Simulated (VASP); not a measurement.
# Al2O3 (P-6m2) in VASP: further runs, part 2 of 2

VASP 6.6.1. Earlier steps stand in the parts before.

## (5) Relaxation of cell and atoms, r2SCAN, target pressure 2 GPa, at which the enthalpy is minimised

This run uses another cell than the first one, of 13.45 Å³/atom.

File POSCAR:

```
Al2O3
1.0
    2.8843249483      0.0000000000      0.0000000000
   -1.4421624742      2.4978986780      0.0000000000
    0.0000000000      0.0000000000      9.3367544600
Al O
2 3
Direct
    0.0000000000      0.0000000000      0.8500076700
    0.0000000000      0.0000000000      0.1499923300
    0.3333333333      0.6666666667      0.7776830800
    0.6666666667      0.3333333333      0.0000000000
    0.3333333333      0.6666666667      0.2223169200
```

File INCAR.step1:

```
PREC = Accurate
ENCUT = 600
ISMEAR = -1
SIGMA = 0.05
LREAL = F
LASPH = T
NELM = 60
GGA = PE
ALGO = Normal
EDIFF = 1E-4
LWAVE = T
LCHARG = F
```

File INCAR.step2:

```
PREC = Accurate
ENCUT = 600
EDIFF = 1E-7
ISMEAR = -1
SIGMA = 0.05
LREAL = F
LASPH = T
NELM = 60
ALGO = Normal
ISIF = 3
LWAVE = F
LCHARG = F
METAGGA = R2SCAN
LMIXTAU = T
IBRION = 2
NSW = 60
EDIFFG = -0.01
PSTRESS = 20.0
ISTART = 1
```

File KPOINTS:

```
Automatic mesh
0
Gamma
  11 11 3
```

On the command line:

```
$ cat potpaw_PBE.64/Al/POTCAR potpaw_PBE.64/O/POTCAR > POTCAR
$ cp INCAR.step1 INCAR
$ mpirun -np 1 vasp_std > vasp.out
$ cp INCAR.step2 INCAR
$ mpirun -np 1 vasp_std > vasp.out
```

Wall time 81 min (1 thread of Intel Xeon Platinum 8259CL at 2.50GHz (Skylake/Cascade Lake), shared host); peak memory 0.24 GiB.

The run converged. Its results:

* Free energy: -46.8511 eV
* Relaxed volume: 10.08 Å³/atom
* Relaxed cell: a = 2.846 Å, b = 2.846 Å, c = 7.186 Å, α = 90.00°, β = 90.00°, γ = 120.00°
* Space group after relaxing (to 0.1 Å): P-6m2 (No. 187)
* Energy change on relaxing (the run minimises the enthalpy): -9.9 meV/atom
* Ionic steps: 38
* Pressure after relaxing: 2.0 GPa
* Largest force after relaxing: 0.006 eV/Å
* Band gap on the k mesh: 5.56 eV (least direct gap 5.70 eV)

Forces in eV/Å, atoms in the order of the input:
```
Al   0.000  0.000  0.001
Al   0.000  0.000 -0.001
O    0.000  0.000 -0.006
O    0.000  0.000  0.000
O    0.000  0.000  0.006
```

Stress tensor (GPa, compression positive):
```
1.99 0.00 0.00
0.00 1.99 0.00
0.00 0.00 2.07
```

The path:
```
step  energy change (eV)  largest force (eV/Å)  pressure (GPa)  volume (Å³)
   1              0.0000                0.4381           -4.87        67.27
   2              0.1181                1.2558           11.41        61.81
   3             -0.0292                0.2931            1.34        64.88
   4             -0.0286                0.3027            1.48        64.83
   5             -0.0235                0.3690            2.20        64.07
   6             -0.0285                0.1333            1.94        64.33
   7             -0.0294                0.1354            1.85        64.20
   8             -0.0317                0.1415            1.60        63.78
   9             -0.0349                0.1603            1.12        62.95
  10             -0.0356                0.2220            0.27        61.26
  11             -0.0080                0.4095           -1.00        57.78
  12              0.0218                0.5223           -1.48        56.03
  13              0.0217                0.5200           -1.49        56.01
  14              0.0213                0.5131           -1.50        55.94
  15              0.0206                0.4995           -1.51        55.80
  16              0.0192                0.4732           -1.55        55.52
  17              0.0173                0.4215           -1.60        54.98
  18              0.0163                0.4411           -1.63        53.87
  19              0.0322                0.5002           -1.36        51.67
  20              0.0187                0.5026           -0.83        51.55
  21             -0.0129                0.5112            0.79        51.21
  22             -0.0357                0.5353            4.27        50.50
  23             -0.0466                0.3201            3.27        50.64
  24             -0.0535                0.0520            2.02        50.81
  25             -0.0538                0.0784            1.89        50.83
  26             -0.0539                0.0527            1.91        50.83
  27             -0.0540                0.0174            1.96        50.82
  28             -0.0539                0.0175            1.95        50.82
  29             -0.0538                0.0173            1.93        50.80
  30             -0.0535                0.0171            1.89        50.76
  31             -0.0527                0.0167            1.80        50.68
  32             -0.0509                0.0402            1.64        50.53
  33             -0.0516                0.0309            1.70        50.58
  34             -0.0513                0.0269            1.75        50.55
  35             -0.0503                0.0149            1.90        50.47
  36             -0.0482                0.0090            2.22        50.31
  37             -0.0495                0.0106            2.04        50.40
  38             -0.0495                0.0055            2.02        50.40
```

Final structure:
```cif
data_structure
_symmetry_space_group_name_H-M 'P 1'
_symmetry_Int_Tables_number 1
_cell_length_a 2.8460
_cell_length_b 2.8460
_cell_length_c 7.1856
_cell_angle_alpha 90.000
_cell_angle_beta 90.000
_cell_angle_gamma 120.000
_cell_volume 50.40
loop_
_atom_site_label
_atom_site_type_symbol
_atom_site_fract_x
_atom_site_fract_y
_atom_site_fract_z
_atom_site_occupancy
Al1 Al 0.00000 0.00000 0.80793 1
Al2 Al 0.00000 0.00000 0.19207 1
O1 O 0.33333 0.66667 0.71524 1
O2 O 0.66667 0.33333 0.00000 1
O3 O 0.33333 0.66667 0.28476 1
```

Levels at points of the mesh, in eV from the valence-band top:
| k point | band 8 | band 9 | band 10 | band 11 | band 12 | band 13 | band 14 | band 15 | band 16 |
| --- | --- | --- | --- | --- | --- | --- | --- | --- | --- |
| (0.00, 0.00, 0.00) | -1.52 | -1.52 | -0.86 | -0.86 | -0.13 | 5.56 | 8.49 | 9.66 | 12.80 |

Caveat: the cell is relaxed towards a set pressure, so the run minimises the enthalpy, not the energy; the volume moved by over 15 % at a fixed basis, so the end points are rough; the PAW data sets were made with another functional, which shifts forces and pressure a little.

## (6) Relaxation of cell and atoms, r2SCAN, target pressure 10 GPa, at which the enthalpy is minimised

This run uses another cell than the first one, of 13.45 Å³/atom.

POSCAR is that of step 5.

File INCAR.step1:

```
SYSTEM = Al2O3
  ALGO = Normal
  EDIFF = 1E-4
  ENCUT = 600
  GGA = PE
  ISMEAR = -1
  LASPH = .TRUE.
  LCHARG = .FALSE.
  LREAL = .FALSE.
  LWAVE = .TRUE.
  NELM = 80
  PREC = Accurate
  SIGMA = 0.05
```

File INCAR.step2:

```
SYSTEM = Al2O3
  ALGO = Normal
  EDIFF = 1E-7
  EDIFFG = -0.01
  ENCUT = 600
  IBRION = 2
  ISIF = 3
  ISMEAR = -1
  ISTART = 1
  LASPH = .TRUE.
  LCHARG = .FALSE.
  LMIXTAU = .TRUE.
  LREAL = .FALSE.
  LWAVE = .FALSE.
  METAGGA = R2SCAN
  NELM = 80
  NSW = 60
  PREC = Accurate
  PSTRESS = 100.0
  SIGMA = 0.05
```

File KPOINTS:

```
k-points
0
G
  11 11 3
  0 0 0
```

Potentials or basis: VASP PAW PBE potentials, release 64 (Al, O).

On the command line:

```
$ cat potpaw_PBE.64/Al/POTCAR potpaw_PBE.64/O/POTCAR > POTCAR
$ cp INCAR.step1 INCAR
$ mpirun -np 1 vasp_std > vasp.out
$ cp INCAR.step2 INCAR
$ mpirun -np 1 vasp_std > vasp.out
```

Run time: 90 min. Hardware: 1 thread of Intel Xeon Platinum 8259CL at 2.50GHz (Skylake/Cascade Lake), shared host; peak memory 0.25 GiB.

The run converged. Its results:

- Free energy: -46.7231 eV
- Relaxed volume: 9.31 Å³/atom
- Relaxed cell: a = 2.815 Å, b = 2.815 Å, c = 6.785 Å, α = 90.00°, β = 90.00°, γ = 120.00°
- Space group after relaxing (to 0.1 Å): P-6m2 (No. 187)
- Energy change on relaxing (the run minimises the enthalpy): +15.7 meV/atom
- Ionic steps: 40
- Pressure after relaxing: 9.9 GPa
- Largest force after relaxing: 0.008 eV/Å
- Band gap on the k mesh: 5.61 eV (least direct gap 5.70 eV)

Forces on the atoms (eV/Å):
```
Al   0.000  0.000  0.002
Al   0.000  0.000 -0.002
O    0.000  0.000 -0.008
O    0.000  0.000  0.000
O    0.000  0.000  0.008
```

Stress tensor (GPa, compression positive):
```
 9.87  0.00  0.00
 0.00  9.87  0.00
 0.00  0.00 10.05
```

Step by step:
```tsv
step	energy change (eV)	largest force (eV/Å)	pressure (GPa)	volume (Å³)
1	0.0000	0.4381	-4.87	67.27
2	0.9734	3.1008	36.34	55.83
3	0.0529	0.8174	8.78	62.20
4	0.0599	0.8511	9.16	62.09
5	0.1193	1.1926	10.13	60.45
6	0.0929	0.8054	9.89	60.81
7	0.0873	0.7911	9.94	59.87
8	0.0791	0.7824	10.46	57.05
9	0.1114	0.9297	13.29	51.40
10	1.6897	1.4338	41.48	39.98
11	0.5217	1.9200	22.81	49.44
12	0.7864	2.1899	29.42	44.72
13	1.1045	2.2700	35.21	42.35
14	0.9781	2.2667	33.07	43.14
15	0.9709	2.2230	32.89	43.07
16	0.9546	2.0921	32.41	42.87
17	0.9469	1.8278	31.65	42.47
18	1.0569	1.2743	31.17	41.67
19	0.9591	1.7387	31.54	42.31
20	0.9240	1.6809	30.80	42.43
21	0.8234	1.5109	28.66	42.78
22	0.6432	1.1843	24.60	43.47
23	0.3597	0.7670	17.35	44.87
24	0.0561	0.4788	5.71	47.72
25	0.0694	0.5043	6.54	47.48
26	0.0624	0.4418	7.16	47.36
27	0.0577	0.2476	9.05	47.00
28	0.1259	0.1687	13.05	46.25
29	0.0667	0.1244	10.17	46.78
30	0.0676	0.1166	10.25	46.77
31	0.0658	0.0540	9.90	46.79
32	0.0652	0.0407	9.78	46.79
33	0.0651	0.0494	9.74	46.80
34	0.0666	0.0489	9.80	46.77
35	0.0711	0.0476	9.97	46.69
36	0.0806	0.0448	10.33	46.54
37	0.0795	0.0217	10.13	46.55
38	0.0788	0.0118	10.00	46.56
39	0.0777	0.0250	9.73	46.58
40	0.0785	0.0079	9.93	46.56
```

Final structure:
```yaml
crystal:
  lattice:
    - [2.81500, 0.00000, 0.00000]
    - [-1.40750, 2.43786, 0.00000]
    - [0.00000, 0.00000, 6.78521]
  atoms:
    - { symbol: Al, position: [0.00000, 0.00000, 0.79909] }
    - { symbol: Al, position: [0.00000, 0.00000, 0.20091] }
    - { symbol: O, position: [0.33333, 0.66667, 0.70042] }
    - { symbol: O, position: [0.66667, 0.33333, 0.00000] }
    - { symbol: O, position: [0.33333, 0.66667, 0.29958] }
```

Levels at points of the mesh, in eV from the valence-band top:
| k point | band 10 | band 11 | band 12 | band 13 | band 14 | band 15 |
| --- | --- | --- | --- | --- | --- | --- |
| (0.00, 0.00, 0.00) | -1.15 | -1.15 | -0.09 | 5.61 | 8.49 | 10.07 |

Caveat: the cell is relaxed towards a set pressure, so the run minimises the enthalpy, not the energy; the volume moved by over 15 % at a fixed basis, so the end points are rough; the PAW data sets were made with another functional, which shifts forces and pressure a little. A k mesh can miss the band edges.

## (7) The runs side by side

```csv
task,cell,cutoff (eV),gap on the mesh (eV),pressure (GPa),largest force (eV/Å)
single point,"a = 2.751, b = 2.751, c = 6.439 Å, angles 90.0, 90.0, 120.0°, 5 atoms, atomic positions A",520,5.90,30.2,0.02
single point,"a = 2.833, b = 2.833, c = 6.985 Å, angles 90.0, 90.0, 120.0°, 5 atoms, atomic positions B",520,5.56,4.9,0.04
single point,"a = 2.846, b = 2.846, c = 7.201 Å, angles 90.0, 90.0, 120.0°, 5 atoms, atomic positions C",520,5.56,1.9,0.04
relaxation of cell and atoms,"relaxed to 2 GPa from a = 2.884, b = 2.884, c = 9.337 Å, angles 90.0, 90.0, 120.0°, 5 atoms, atomic positions D",600,5.56,2.0,0.01
relaxation of cell and atoms,"relaxed to 10 GPa from a = 2.884, b = 2.884, c = 9.337 Å, angles 90.0, 90.0, 120.0°, 5 atoms, atomic positions D",600,5.61,9.9,0.01
```

Alike in all rows: level r2SCAN; potentials or basis VASP PAW PBE potentials, release 64 (Al, O); no spin polarisation; k mesh 11 × 11 × 3; smearing fermi-dirac 0.05 eV.

Caveats: the PAW data sets were made with another functional, which shifts forces and pressure a little; the cell stands under pressure (at least some runs); the cell is relaxed towards a set pressure, so the run minimises the enthalpy, not the energy (at least some runs); the volume moved by over 15 % at a fixed basis, so the end points are rough (at least some runs).

Absolute energies hang on the potentials; compare differences alone.
